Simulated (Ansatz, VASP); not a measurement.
Ag: VASP beside Ansatz

File INCAR:

```
SYSTEM = Ag
AGGAC    = 1.0          
AGGAX    = 1.0          
ALDAC    = 0.0          
ALDAX    = 1.0          
ALGO     = Normal         ! electronic algorithm
EDIFF    = 1E-6           ! SCF threshold, eV
ENCUT    = 520            ! plane-wave cutoff, eV
GGA      = B5             ! functional
ISIF     = 2              ! what is computed and relaxed
ISMEAR   = -1             ! smearing method
LASPH    = .True.         ! aspherical terms in the spheres
LCHARG   = .False.        ! write CHGCAR
LREAL    = .False.        ! projectors in reciprocal space
LWAVE    = .False.        ! write WAVECAR
NBANDS   = 30             ! bands
NELM     = 60             ! most SCF steps
PREC     = Accurate       ! precision mode
SIGMA    = 0.1            ! smearing width, eV
```

Contents of KPOINTS:

```
k-points
0
Gamma
  14 14 4
  0 0 0
```

The input POSCAR:

```
Ag
1.0
    3.0785579007      0.0000000000      0.0000000000
   -1.5392789503      2.6661093490      0.0000000000
    0.0000000000      0.0000000000     10.1590674117
Ag
4
Direct
    0.3333333333      0.6666666667      0.2500000000
    0.6666666667      0.3333333333      0.7500000000
    0.0000000000      1.0000000000      1.0000000000
    0.0000000000      1.0000000000      0.5000000000
```

Input for Ansatz:

```yaml
crystal:
  lattice:
    - [3.0785579007, 0.0, 0.0]
    - [-1.5392789503, 2.666109349, 0.0]
    - [0.0, 0.0, 10.1590674117]
  atoms:
    - { symbol: Ag, position: [0.3333333333, 0.6666666667, 0.25] }
    - { symbol: Ag, position: [0.6666666667, 0.3333333333, 0.75] }
    - { symbol: Ag, position: [0.0, 1.0, 1.0] }
    - { symbol: Ag, position: [0.0, 1.0, 0.5] }
hamiltonian:
  xc: blyp
  pseudopotentials:
    kind: paw
    azcp:
      Ag: "pseudopotentials/Ag.paw.azcp"
basis:
  ecutwfc: 420
  fft_grid_basis: typed
kpoints:
  mp_grid: { grid: [14, 14, 4], shift: [0, 0, 0] }
magnetization:
  spin_polarized: false
scf:
  occupations: { method: fermi_dirac, width: 0.1 }
  lower_state_search: "off"
output:
  stress: true
```

Alike in both runs: task single point; functional BLYP; k mesh 14 × 14 × 4; occupations fermi-dirac, width 0.1 eV; no spin polarisation.

```csv
,VASP,Ansatz
version,VASP 6.6.1,Ansatz 0.2.0
potentials or method,"VASP PAW PBE potentials, release 64 (Ag), cutoff 520 eV","plane waves (420 eV) with PAW, scalar-relativistic"
valence electrons in the cell,44,76
```

|  | VASP | Ansatz | Ansatz less VASP |
| --- | --- | --- | --- |
| pressure (GPa) | -4.1 | -4.2 | -0.08 |
| traceless stress, the component that is largest in VASP (GPa) | -0.29 | -0.28 | +0.007 |

VASP's potentials were made for PBE, not for BLYP. With one functional, cell and mesh, what is left measures potentials, basis and numerics. VASP's potentials hold 44 valence electrons a cell and Ansatz's 76, so a difference there can come from the potentials and not from the codes.
